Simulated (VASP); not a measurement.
Input of a VASP 6.6.1 run:

Contents of INCAR:

```
SYSTEM = Lu
ALGO = Normal
EDIFF = 1E-7
EDIFFG = -0.005
ENCUT = 600
GGA = PE
IBRION = 2
ISIF = 3
ISMEAR = -1
LASPH = .True.
LCHARG = .False.
LREAL = .False.
LWAVE = .False.
NELM = 60
NSW = 32
PREC = Accurate
PSTRESS = 130.0
SIGMA = 0.08
```

File KPOINTS:

```
k-points
0
Gamma
  7 7 10
  0 0 0
```

File POSCAR:

```
Lu
1.0
    5.0861974370      0.0000000000      0.0000000000
   -2.5430987184      4.4047761891      0.0000000000
    0.0000000000      0.0000000000      3.1490110476
Lu
3
Direct
    0.0000000000      0.0000000000      0.0000000000
    0.3333333333      0.6666666667      0.5000000000
    0.6666666667      0.3333333333      0.5000000000
```

Potentials or basis: VASP PAW PBE potentials, release 64 (Lu).

Command:

```bash
$ cat potpaw_PBE.64/Lu/POTCAR > POTCAR
$ mpirun -np 1 vasp_std > vasp.out
```

Q: Estimate the space group after relaxing (to 0.1 Å).

A: P6/mmm (No. 191).

Q: Estimate the relaxed volume.

A: 23.65 Å³/atom.

The path:
| step | energy change (eV) | largest force (eV/Å) | pressure (GPa) | volume (Å³) |
| --- | --- | --- | --- | --- |
| 1 | 0.0000 | 0.0000 | 13.41 | 70.55 |
| 2 | -0.0508 | 0.0000 | 12.72 | 71.17 |
| 3 | -0.0322 | 0.0000 | 12.99 | 70.94 |

Caveat: the cell is relaxed towards a set pressure, so the run minimises the enthalpy, not the energy.
